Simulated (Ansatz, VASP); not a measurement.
MgO in VASP and in Ansatz

```xyz
2
Lattice="0.0000 2.1269 2.1801 2.1269 0.0000 2.1801 2.1269 2.1269 0.0000" Properties=species:S:1:pos:R:3 pbc="T T T"
Mg    0.0000    0.0000    0.0000
O     2.1269    2.1269    2.1801
```

Change from the starting cell: strain +0.000 along x and y, +0.025 along z, atoms carried along.

Alike in both runs: task single point; functional PBE; k mesh 10 × 10 × 10; occupations gaussian, width 0.05 eV; no spin polarisation.

|  | VASP | Ansatz |
| --- | --- | --- |
| version | VASP 6.6.1 | Ansatz 0.2.0 |
| potentials or method | VASP PAW PBE potentials, release 64 (Mg, O), cutoff 520 eV | scalar-relativistic, plane waves, PAW |
| valence electrons in the cell | 8 | 16 |

Ansatz gave:

| Item | Value |
| --- | --- |
| gap on the k mesh at the Fermi level (eV) | 4.20 |
| least direct gap on the mesh (eV) | 4.20 |
| pressure (GPa) | -3.3 |
| traceless stress, the component that is largest in VASP (GPa) | -2.38 |

Question: Which values does VASP return?

Answer: gap on the k mesh at the Fermi level (eV): 4.18; least direct gap on the mesh (eV): 4.18; pressure (GPa): -4.1; traceless stress, the component that is largest in VASP (GPa): -2.39.

VASP's potentials hold 8 valence electrons a cell and Ansatz's 16, so a difference there can come from the potentials and not from the codes.
